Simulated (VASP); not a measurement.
A run of VASP 6.6.1 is set up as follows.

The input INCAR:

```
SYSTEM = Si12O23
ALGO = Normal
EDIFF = 1E-6
ENCUT = 520
GGA = PE
GGA_COMPAT = .FALSE.
ISIF = 2
ISMEAR = 0
IVDW = 12
LASPH = .TRUE.
LCHARG = .FALSE.
LREAL = Auto
LWAVE = .FALSE.
NBANDS = 116
NELECT = 188.0
NELM = 120
PREC = Accurate
SIGMA = 0.02
```

KPOINTS

```
k-points
0
G
  2 2 2
  0 0 0
```

Contents of POSCAR:

```
Si12O23
1.0
   -2.4986000000      4.3277020000      5.4571000000
    4.9972000000      0.0000000000      5.4571000000
    4.9972000000      8.6554040000      0.0000000000
Si O
12 23
Direct
    0.7598232672      0.2351475048      0.1243500970
    0.1564545527      0.1762981914      0.1942251707
    0.5674198531      0.0766231367      0.9684653618
    0.7535101668      0.2422438051      0.6323028416
    0.1741095359      0.1652386527      0.6934010028
    0.5859385154      0.0835879730      0.4572116697
    0.2582714226      0.7377500907      0.3680475513
    0.6955103774      0.6436815011      0.4142041606
    0.0261255761      0.6285822357      0.2065347027
    0.2445293518      0.7266199766      0.8562352300
    0.6631802900      0.6638494511      0.9150581917
    0.0942227579      0.6060640244      0.7020295046
    0.9826908582      0.1490188411      0.1411789453
    0.3498158556      0.1787249444      0.0526147852
    0.2089195096      0.9816645002      0.3255179793
    0.0875500853      0.3733619376      0.2500705133
    0.7281437138      0.1137367722      0.0285698962
    0.9793540729      0.1763835900      0.6446117847
    0.3610555815      0.1596632985      0.5470927802
    0.1058179225      0.6564470167      0.5233710136
    0.2122996626      0.9745666217      0.8283451963
    0.1421910784      0.3604619791      0.7481371621
    0.7377171586      0.1316585172      0.5211384676
    0.4925844860      0.6597411082      0.3654002904
    1.0783985157      0.6776867677      0.0201769423
    0.6028762954      0.2116460699      0.2857446112
    0.6770519480      0.4780481967      0.5804275491
    0.6489070480      0.8531037270      0.4628488365
    0.2160755750      0.6635722233      0.2480935959
    0.4795343974      0.6471097909      0.8701281915
    0.8531418779      0.6918857009      0.7731747922
    0.6044630870      0.1735307192      0.7929415992
    0.7257982799      0.4662925742      0.0405201574
    0.5956223158      0.8419300471      0.9968230382
    0.2528733458      0.7385897023      0.6792613627
```

Potentials or basis: VASP PAW PBE potentials, release 64 (Si, O).

Launch:

```bash
$ cat potpaw_PBE.64/Si/POTCAR potpaw_PBE.64/O/POTCAR > POTCAR
$ mpirun -np 1 vasp_std > vasp.out
```

Problem. What does it give for the largest force?

Solution. 0.078 eV/Å.

Problem. Estimate the dispersion energy per atom.

Solution. -0.135 eV.

Forces in eV/Å, atoms in the order of the input:
```
Si  -0.010 -0.008  0.007
Si  -0.011  0.004  0.002
Si   0.008 -0.012 -0.009
Si  -0.022  0.017 -0.019
Si  -0.006 -0.027  0.006
Si   0.006 -0.001 -0.003
Si  -0.018 -0.005  0.021
Si   0.000 -0.012  0.030
Si   0.014  0.024 -0.040
Si  -0.006  0.039 -0.005
Si   0.006  0.027 -0.013
Si   0.013 -0.014 -0.050
O    0.014  0.010  0.015
O   -0.001  0.015 -0.010
O   -0.011  0.006 -0.008
O    0.032 -0.017  0.026
O    0.013 -0.008 -0.004
O    0.013  0.003  0.011
O    0.008  0.014 -0.008
O    0.003  0.016 -0.011
O   -0.019  0.019 -0.021
O    0.008 -0.008  0.012
O    0.010 -0.003 -0.004
O    0.006  0.017  0.000
O    0.007 -0.008 -0.008
O   -0.008  0.012 -0.003
O    0.008 -0.013  0.011
O   -0.021 -0.010 -0.004
O   -0.008 -0.017 -0.003
O    0.018 -0.020 -0.006
O   -0.004  0.017  0.006
O   -0.016  0.004  0.011
O   -0.003 -0.017 -0.004
O   -0.009 -0.011  0.006
O   -0.015 -0.028  0.071
```

Caveat: the k points lie up to 0.46 Å⁻¹ apart; the cell carries a net charge on a neutralising background, which shifts energy and pressure.
